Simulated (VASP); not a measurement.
A run of VASP 6.6.1:

Contents of POSCAR:

```
CaPH5O6
1.0
    3.2250060000     -7.7142090000      0.0000000000
    3.2250060000      7.7142090000      0.0000000000
   -2.8508500000      0.0000000000      5.1841430000
Ca H P O
2 10 2 12
Direct
    0.9948523376      0.6528081954      0.8046074346
    0.5179156060      0.8604782719      0.2483920679
    0.8064190177      0.3778851265     -0.0185951661
    0.3403246012      0.6476665464      0.6010057979
    0.0081428846      1.0239826162      0.0444817977
    0.8528329687     -0.0757003391      0.5309845813
    0.0790563020      0.9913468557      0.2645374559
    0.8901129564      0.1475481646      0.7037421614
    0.5373861140      0.5284934330      0.5530518738
    0.5434143617      0.5310605352      0.0513488922
    0.5916447423      0.4802010415      0.3520736214
    0.2864084669      0.3882854059      0.8590040823
    0.3946749271      0.0318639118      0.7108021519
    0.0244972826      0.3808786044      0.2457301043
    0.6453872650      0.3387842160      0.9239907155
    0.3136461496      0.5424706474      0.4507013020
    0.4982091637      0.0090080026      0.5169610483
    0.0570915989      0.4918348111      0.0444046393
    0.1581315295      0.9445634242      0.5999255808
    0.8893162124      0.1164955641      0.1306098231
    0.4044154262      0.9077333943      0.8682630861
    0.9157890463      0.4149729548      0.3955716499
    0.0421836314      0.9381406893      0.0890793329
    0.9231209137      0.0983571563      0.5764501481
    0.6827830634      0.6156601737      0.5197001703
    0.4118345866      0.5283987087      1.0194356136
```

The input INCAR.step1:

```
SYSTEM = CaPH5O6
PREC = Accurate
ENCUT = 520
ISMEAR = -1
SIGMA = 0.05
LREAL = Auto
LASPH = .TRUE.
NELM = 100
NBANDS = 75
GGA = PE
ALGO = Normal
EDIFF = 1E-4
LWAVE = .TRUE.
LCHARG = .FALSE.
```

INCAR.step2

```
SYSTEM = CaPH5O6
PREC = Accurate
ENCUT = 520
EDIFF = 1E-6
ISMEAR = -1
SIGMA = 0.05
LREAL = Auto
LASPH = .TRUE.
NELM = 100
ALGO = Normal
ISIF = 2
LWAVE = .FALSE.
LCHARG = .FALSE.
METAGGA = R2SCAN
LMIXTAU = .TRUE.
NBANDS = 75
ISTART = 1
```

The input KPOINTS:

```
Automatic mesh
0
G
  2 2 2
  0 0 0
```

Potentials or basis: VASP PAW PBE potentials, release 64 (Ca_sv, H, P, O).

Launch:

```sh
$ cat potpaw_PBE.64/Ca_sv/POTCAR potpaw_PBE.64/H/POTCAR potpaw_PBE.64/P/POTCAR potpaw_PBE.64/O/POTCAR > POTCAR
$ cp INCAR.step1 INCAR
$ mpirun -np 1 vasp_std > vasp.out
$ cp INCAR.step2 INCAR
$ mpirun -np 1 vasp_std > vasp.out
```

Hardware: 1 thread of Intel(R) Xeon(R) 6975P-C (Granite Rapids), on a shared host.

How long does it take, and how much memory?

It took 13 min on 1 thread of Intel(R) Xeon(R) 6975P-C (Granite Rapids), with other jobs on the host, peak memory 0.57 GiB. Counts: k points 8.
